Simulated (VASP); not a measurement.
# Au (P-3m1) in VASP: single point with r2SCAN

Aim: the single point of Au with r2SCAN.

All numbers are computed with VASP 6.6.1; they aren't measurements. Logs are shortened: lines on timing, memory, paths and dates and some standing lists are left out, and cuts for length are marked.

### 1 The cell of the first run

Symmetry: P-3m1, No. 164, trigonal system. The conventional cell has a = 2.890 Å, b = 2.890 Å, c = 12.729 Å, α = 90.00°, β = 90.00°, γ = 120.00°. Au (site symmetry 3m) has 9 Au at 2.89 to 2.95 Å within 3.8 Å. Au (site symmetry 3m) has 12 Au at 2.89 to 2.95 Å within 3.8 Å.

### 2 Single point, r2SCAN (the distance across one plane changed)

Contents of POSCAR:

```
Au
1.0
   -2.8902925737      0.0000000000      0.0000000000
   -1.4451462869     -2.5030667932      0.0000000000
    0.0000000000      0.0000000000     12.7294313877
Au
4
Direct
    0.3333333333      0.3333333333      0.0955407108
    0.3333333333      0.3333333333      0.4777035542
    0.6666666667      0.6666666667      0.6687849759
    0.6666666667      0.6666666667      0.2866221325
```

Contents of INCAR.step1:

```
SYSTEM = Au
  PREC = Accurate
  ENCUT = 520
  ISMEAR = 0
  SIGMA = 0.15
  LREAL = .False.
  LASPH = .True.
  NELM = 100
  NBANDS = 30
  GGA = PE
  ALGO = Normal
  EDIFF = 1E-4
  LWAVE = .True.
  LCHARG = .False.
```

Contents of INCAR.step2:

```
SYSTEM = Au
  PREC = Accurate
  ENCUT = 520
  EDIFF = 1E-6
  ISMEAR = 0
  SIGMA = 0.15
  LREAL = .False.
  LASPH = .True.
  NELM = 100
  ALGO = Normal
  ISIF = 2
  LWAVE = .False.
  LCHARG = .True.
  METAGGA = R2SCAN
  LMIXTAU = .True.
  LELF = .True.
  LVHAR = .True.
  NBANDS = 30
  ISTART = 1
```

Contents of KPOINTS:

```
Automatic mesh
0
Gamma
  23 23 6
  0 0 0
```

Potentials or basis: VASP PAW PBE potentials, release 64 (Au).

Command:

```bash
cat potpaw_PBE.64/Au/POTCAR > POTCAR
cp INCAR.step1 INCAR
mpirun -np 1 vasp_std > vasp.out
cp INCAR.step2 INCAR
mpirun -np 1 vasp_std > vasp.out
```

OUTCAR:

```text
SYSTEM = Au
   PREC = Accurate
   ENCUT = 520
   EDIFF = 1E-6
   ISMEAR = 0
   LREAL = .False.
   LASPH = .True.
   NELM = 100
   ISIF = 2
   METAGGA = R2SCAN
   ISTART = 1

 ion  position               nearest neighbor table
   1  0.333  0.333  0.096-   4 2.95   4 2.95   4 2.95
   2  0.333  0.333  0.478-   4 2.95   3 2.95   4 2.95   3 2.95   4 2.95   3 2.95
   3  0.667  0.667  0.669-   2 2.95   2 2.95   2 2.95
   4  0.667  0.667  0.287-   1 2.95   2 2.95   1 2.95   2 2.95   1 2.95   2 2.95

  LATTYP: Found a hexagonal cell.
 ALAT       =     2.8902925737
 C/A-ratio  =     4.4042016727

  Lattice vectors:

 A1 = (   1.4451462869,   2.5030667932,   0.0000000000)
 A2 = (  -2.8902925737,   0.0000000000,   0.0000000000)
 A3 = (   0.0000000000,   0.0000000000,  12.7294313877)

Analysis of symmetry for initial positions (statically):
=====================================================================
 Subroutine PRICEL returns:
 Original cell was already a primitive cell.

 Routine SETGRP: Setting up the symmetry group for a
 hexagonal supercell.

 Subroutine GETGRP returns: Found 12 space group operations
 (whereof  6 operations were pure point group operations)
 out of a pool of 24 trial point group operations.

The static configuration has the point symmetry C_3v.
 The point group associated with its full space group is D_3d.

Analysis of symmetry for dynamics (positions and initial velocities):
=====================================================================
 Subroutine PRICEL returns:
 Original cell was already a primitive cell.

 Routine SETGRP: Setting up the symmetry group for a
 hexagonal supercell.

 Subroutine GETGRP returns: Found 12 space group operations
 (whereof  6 operations were pure point group operations)
 out of a pool of 24 trial point group operations.

The dynamic configuration has the point symmetry C_3v.
 The point group associated with its full space group is D_3d.

 Subroutine INISYM returns: Found 12 space group operations
 (whereof  6 operations are pure point group operations),
 and found     1 'primitive' translations

----------------------------------------------------------------------------------------

                                     Primitive cell

  volume of cell :      92.0923

  direct lattice vectors                    reciprocal lattice vectors
    -2.890292574  0.000000000  0.000000000    -0.345985735  0.199754957  0.000000000
    -1.445146287 -2.503066793  0.000000000     0.000000000 -0.399509914  0.000000000
     0.000000000  0.000000000 12.729431388     0.000000000  0.000000000  0.078558104

  length of vectors
     2.890292574  2.890292574 12.729431388     0.399509914  0.399509914  0.078558104

  position of ions in fractional coordinates (direct lattice)
     0.333333333  0.333333333  0.095540711
     0.333333333  0.333333333  0.477703554
     0.666666667  0.666666667  0.668784976
     0.666666667  0.666666667  0.286622132

  ion indices of the primitive-cell ions
   primitive index   ion index
                 1           1
                 2           2
                 3           3
                 4           4

----------------------------------------------------------------------------------------

 KPOINTS: Automatic mesh

Automatic generation of k-mesh.
 Grid dimensions read from file:
 generate k-points for:   23   23    6

 Generating k-lattice:

  Cartesian coordinates                     Fractional coordinates (reciprocal lattice)
    -0.015042858  0.008684998  0.000000000     0.043478261  0.000000000  0.000000000
     0.000000000 -0.017369996  0.000000000     0.000000000  0.043478261  0.000000000
     0.000000000  0.000000000  0.013093017     0.000000000  0.000000000  0.166666667

  Length of vectors
     0.017369996  0.017369996  0.013093017

  Shift w.r.t. Gamma in fractional coordinates (k-lattice)
     0.000000000  0.000000000  0.000000000

 Subroutine IBZKPT returns following result:
 ===========================================

 Found    312 irreducible k-points:

 Following reciprocal coordinates:
            Coordinates               Weight
  0.000000  0.000000  0.000000      1.000000
  0.043478  0.000000  0.000000      6.000000
  0.086957  0.000000  0.000000      6.000000
  0.130435  0.000000  0.000000      6.000000
  0.173913  0.000000  0.000000      6.000000
  0.217391  0.000000  0.000000      6.000000
[... 16 lines left out ...]
 -0.478261  0.043478  0.000000      6.000000
  0.173913  0.086957  0.000000      6.000000
 [... further k-points ...]
   k-points           NKPTS =    312   k-points in BZ     NKDIM =    312   number of bands    NBANDS=     30
   number of dos      NEDOS =    301   number of ions     NIONS =      4
   total plane-waves  NPLWV =  55296
   dimension x,y,z NGX =    24 NGY =   24 NGZ =   96
   dimension x,y,z NGXF=    48 NGYF=   48 NGZF=  192
   ions per type =               4
   NGX,Y,Z   is equivalent  to a cutoff of  13.80, 13.80, 12.54 a.u.
   NGXF,Y,Z  is equivalent  to a cutoff of  27.61, 27.61, 25.08 a.u.
 SYSTEM =  Au
   PREC   = accura    normal or accurate (medium, high low for compatibility)
   ISTART =      1    job   : 0-new  1-cont  2-samecut
   ICHARG =      0    charge: 1-file 2-atom 10-const
   ISPIN  =      1    spin polarized calculation?
   LNONCOLLINEAR =      F non collinear calculations
   LSORBIT =      F    spin-orbit coupling
   LASPH  =      T    aspherical Exc in radial PAW
   ENCUT  =  520.0 eV  38.22 Ry    6.18 a.u.   5.37  5.37 23.67*2*pi/ulx,y,z
   NELM   =    100;   NELMIN=  2; NELMDL=  0     # of ELM steps
   EDIFF  = 0.1E-05   stopping-criterion for ELM
   LREAL  =      F    real-space projection
[... 7 lines left out ...]
   TEBEG  =    0.0;   TEEND  =   0.0 temperature during run
   PSTRESS=    0.0 pullay stress
   NELECT =      44.0000    total number of electrons
   NUPDOWN=      -1.0000    fix difference up-down
   EMIN   =  10.00;   EMAX   =-10.00  energy-range for DOS
   EFERMI =   0.00;   METHOD = LEGACY
   ISMEAR =     0;   SIGMA  =   0.15  broadening in eV -4-tet -1-fermi 0-gaus
   EFERMI_NEDOS =   21; number of points for ismear=-14 and -15
   IALGO  =     38    algorithm
   IMIX   =      4    mixing-type and parameters
     AMIX     =   0.40;   BMIX     =  1.00
     AMIX_MAG =   1.60;   BMIX_MAG =  1.00
  volume/ion in A,a.u.               =      23.02       155.37
  Fermi-wavevector in a.u.,A,eV,Ry     =   1.279827  2.418523 22.285764  1.637957
  Thomas-Fermi vector in A             =   2.412290
   LORBIT       =      0    0 simple, 1 ext, 2 COOP (PROOUT), +10 PAW based schemes
   METAGGA = R2SCAN    functional components
   LHFCALC =     F    Hartree Fock is set to
   AEXX    =    0.0000 exact exchange contribution
   IVDW    =     0    specifies the selected vdW correction
   LEPSILON=     F    determine dielectric tensor
   LRPA    =     F    only Hartree local field effects (RPA)
 non-spin polarized calculation
 Gauss-broadening in eV      SIGMA  =   0.15
  energy-cutoff  :      520.00
  volume of cell :       92.09
 maximum number of plane-waves:      2531
 NGX is ok and might be reduce to    24
   NGX = 11   NGY = 11   NGZ = 47

 number of electron      44.0000006 magnetization

 Free energy of the ion-electron system (eV)
  ---------------------------------------------------
  ext. energy  EPLUGINS =         0.00000000
  ---------------------------------------------------
  free energy    TOTEN  =      -201.64264993 eV

  energy without entropy =     -201.63508847  energy(sigma->0) =     -201.63886920

 E-fermi :   5.4130     XC(G=0): -11.1338

 val. band max:        5.3736412978   @ k =   0.2174   0.0435   0.5000
 cond. band min:       5.4288934364   @ k =   0.1739   0.0000   0.0000
 fundamental gap:      0.0552521386
 Fermi energy:         5.4130182545

 k-point     1 :       0.0000    0.0000    0.0000
  band No.  band energies     occupation
      1      -3.8605      2.00000
      2      -2.7776      2.00000
      3      -1.8812      2.00000
      4      -1.8190      2.00000
      5       0.5016      2.00000
      6       0.7410      2.00000
[... 22 lines left out ...]
     29      18.8485      0.00000
     30      20.9950      0.00000

 k-point     2 :       0.0435    0.0000    0.0000
  band No.  band energies     occupation
      1      -3.7999      2.00000
      2      -2.7171      2.00000
      3      -1.8208      2.00000
      4      -1.7655      2.00000
      5       0.4988      2.00000
      6       0.7156      2.00000
[... 22 lines left out ...]
     29      18.8885      0.00000
     30      21.0312      0.00000

 k-point     3 :       0.0870    0.0000    0.0000
  band No.  band energies     occupation
      1      -3.6206      2.00000
      2      -2.5398      2.00000
      3      -1.6443      2.00000
      4      -1.6109      2.00000
      5       0.4770      2.00000
      6       0.6423      2.00000
[... 22 lines left out ...]
     29      19.0021      0.00000
     30      21.0079      0.00000

 k-point     4 :       0.1304    0.0000    0.0000
  band No.  band energies     occupation
      1      -3.3324      2.00000
      2      -2.2609      2.00000
      3      -1.3756      2.00000
      4      -1.3697      2.00000
      5       0.4156      2.00000
      6       0.5209      2.00000
[... 22 lines left out ...]
     29      19.1658      0.00000
     30      20.2752      0.00000

 k-point     5 :       0.1739    0.0000    0.0000
  band No.  band energies     occupation
      1      -2.9546      2.00000
      2      -1.9141      2.00000
      3      -1.1062      2.00000
      4      -1.0418      2.00000
      5       0.3309      2.00000
      6       0.3604      2.00000
[... 22 lines left out ...]
     29      18.8208      0.00000
     30      19.3248      0.00000
[... 526 lines left out ...]
     29      13.6065      0.00000
     30      15.1003      0.00000

 k-point    22 :       0.4783    0.0435    0.0000
  band No.  band energies     occupation
      1      -1.4387      2.00000
      2      -1.3660      2.00000
      3      -1.1333      2.00000
      4      -0.8313      2.00000
      5      -0.4228      2.00000
      6      -0.3468      2.00000
[... 22 lines left out ...]
     29      12.7541      0.00000
     30      15.0255      0.00000

 k-point    23 :      -0.4783    0.0435    0.0000
  band No.  band energies     occupation
      1      -1.4399      2.00000
      2      -1.3870      2.00000
      3      -1.1566      2.00000
      4      -0.8447      2.00000
      5      -0.4408      2.00000
      6      -0.3680      2.00000
[... 22 lines left out ...]
     29      12.8829      0.00000
     30      14.8789      0.00000

 k-point    24 :       0.1739    0.0870    0.0000
  band No.  band energies     occupation
      1      -3.1636      2.00000
      2      -2.0990      2.00000
      3      -1.2382      2.00000
      4      -1.2077      2.00000
      5       0.3484      2.00000
      6       0.4465      2.00000
[... 22 lines left out ...]
     29      19.2526      0.00000
     30      20.3650      0.00000

 [... further k-points ...]

------------------------ aborting loop because EDIFF is reached ----------------------------------------

  FORCE on cell =-STRESS in cart. coord.  units (eV):
  Direction    XX          YY          ZZ          XY          YZ          ZX
  --------------------------------------------------------------------------------------
  -------------------------------------------------------------------------------------
  Total       -2.4974089     -2.4974089      0.0180462     -0.0000000      0.0000000      0.0000000
  in kB      -43.4487201    -43.4487201      0.3139588     -0.0000000      0.0000000      0.0000000
  external PRESSURE =     -28.8611605 kB  Pullay stress =       0.0000000 kB

 VOLUME and BASIS-vectors are now :
 -----------------------------------------------------------------------------
  energy-cutoff  :      520.00
  volume of cell :       92.09
      direct lattice vectors                 reciprocal lattice vectors
    -2.890292574  0.000000000  0.000000000    -0.345985735  0.199754957  0.000000000
    -1.445146287 -2.503066793  0.000000000     0.000000000 -0.399509914  0.000000000
     0.000000000  0.000000000 12.729431388     0.000000000  0.000000000  0.078558104

 POSITION                                       TOTAL-FORCE (eV/Angst)
 -----------------------------------------------------------------------------------
     -1.44515     -0.83436      1.21618         0.000000      0.000000     -0.108623
     -1.44515     -0.83436      6.08089         0.000000      0.000000     -0.176011
     -2.89029     -1.66871      8.51325        -0.000000     -0.000000      0.108623
     -2.89029     -1.66871      3.64854        -0.000000     -0.000000      0.176011
 -----------------------------------------------------------------------------------
    total drift:                                0.000000      0.000000     -0.000009

  FREE ENERGIE OF THE ION-ELECTRON SYSTEM (eV)
  ---------------------------------------------------
  free  energy   TOTEN  =      -201.6426499338 eV

  energy  without entropy=     -201.6350884682  energy(sigma->0) =     -201.63886920
```

Run time: 76 min. Hardware: 1 thread of Oxide Virtual Turin-like, shared host; peak memory 0.67 GiB.

Results:

| Property | Result |
| --- | --- |
| Free energy | -201.6426 eV |
| Pressure | -2.9 GPa |
| Largest force | 0.176 eV/Å |
| Band gap on the k mesh | zero (bands 22 and 23 overlap by 5.29 eV) |

Forces on the atoms (eV/Å):
```
Au   0.000  0.000 -0.109
Au   0.000  0.000 -0.176
Au   0.000  0.000  0.109
Au   0.000  0.000  0.176
```

Caveat: the cell differs from its parent crystal (the distance across one plane changed); the PAW data sets were made with another functional, which shifts forces and pressure a little; spin-orbit coupling is left out, which moves the levels of the heavy elements.

The gap in the log of VASP goes by the Fermi energy; the results here count the filled bands.